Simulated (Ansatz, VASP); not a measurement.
## Two plane-wave programs on AlN

Contents of INCAR:

```
PREC = Accurate
ENCUT = 600
EDIFF = 1E-6
ISMEAR = -1
SIGMA = 0.5
LREAL = False
LASPH = True
NELM = 120
ALGO = Normal
ISIF = 2
LWAVE = False
LCHARG = False
GGA = PS
NBANDS = 11
GGA_COMPAT = False
```

KPOINTS

```
Automatic mesh
0
Gamma
  8 8 8
```

The input POSCAR:

```
AlN
1.0
    0.0000000000      2.1848764208      2.1848764208
    2.1848764208      0.0000000000      2.1848764208
    2.1848764208      2.1848764208      0.0000000000
Al N
1 1
Direct
    0.0000000000      0.0000000000      0.0000000000
    0.2500000000      0.2500000000      0.2500000000
```

Input for Ansatz:

```yaml
crystal:
  lattice:
    - [0.0, 2.1848764208, 2.1848764208]
    - [2.1848764208, 0.0, 2.1848764208]
    - [2.1848764208, 2.1848764208, 0.0]
  atoms:
    - { symbol: Al, position: [0.0, 0.0, 0.0] }
    - { symbol: "N", position: [0.25, 0.25, 0.25] }
kpoints:
  mp_grid: { grid: [8, 8, 8] }
hamiltonian:
  xc: pbesol
scf:
  occupations: { method: fermi_dirac, width: 0.5 }
  n_extra_bands: 4
output:
  forces: true
  stress: true
  eigenvalues: true
```

Alike in both runs: task single point; functional PBEsol; k mesh 8 × 8 × 8; occupations fermi-dirac, width 0.5 eV; no spin polarisation.

```csv
,VASP,Ansatz
version,VASP 6.6.1,Ansatz 0.2.0
potentials or method,"VASP PAW PBE potentials, release 64 (Al, N)",plane waves
plane-wave cutoff (eV),600,420
valence electrons in the cell,8,8
```

```csv
,VASP,Ansatz,Ansatz less VASP
pressure (GPa),1.0,1.2,+0.16
```

VASP's potentials were made for PBE, not for PBEsol.
